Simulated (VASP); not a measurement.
A run of VASP 6.6.1 is set up as follows.

POSCAR

```
AlNi3
1.0
    3.5230547267      0.0000000000      0.0000000000
    0.0000000000      3.5230547267      0.0000000000
    0.0000000000      0.0000000000      3.5230547267
Al Ni
1 3
Direct
    0.9330000000      0.9260000000      0.3520000000
    0.9330000000      1.4260000000      0.8520000000
    1.4330000000      0.9260000000      0.8520000000
    1.4330000000      1.4260000000      0.3520000000
```

The input INCAR.step1:

```
PREC = Accurate
ENCUT = 660
ISMEAR = 1
SIGMA = 0.023
LREAL = F
LASPH = T
NELM = 120
NBANDS = 24
GGA = PE
ALGO = Normal
EDIFF = 1E-5
LWAVE = T
LCHARG = F
GGA_COMPAT = F
```

INCAR.step2

```
PREC = Accurate
ENCUT = 660
EDIFF = 1E-6
ISMEAR = 1
SIGMA = 0.023
LREAL = F
LASPH = T
NELM = 120
ALGO = Normal
ISIF = 2
LWAVE = F
LCHARG = F
METAGGA = R2SCAN
LMIXTAU = T
NBANDS = 24
ISTART = 1
GGA_COMPAT = F
```

File KPOINTS:

```
Automatic mesh
0
Gamma
  3 3 3
```

Potentials or basis: VASP PAW PBE potentials, release 64 (Al, Ni).

Command:

```console
$ cat potpaw_PBE.64/Al/POTCAR potpaw_PBE.64/Ni/POTCAR > POTCAR
$ cp INCAR.step1 INCAR
$ mpirun -np 1 vasp_std > vasp.out
$ cp INCAR.step2 INCAR
$ mpirun -np 1 vasp_std > vasp.out
```

Task: What does it give for the pressure?

Result: 2.2 GPa.

Caveat: the k points lie up to 0.59 Å⁻¹ apart; the PAW data sets were made with another functional, which shifts forces and pressure a little. Spin polarisation is off, so any magnetic state and its effect on volume and gap are missing.
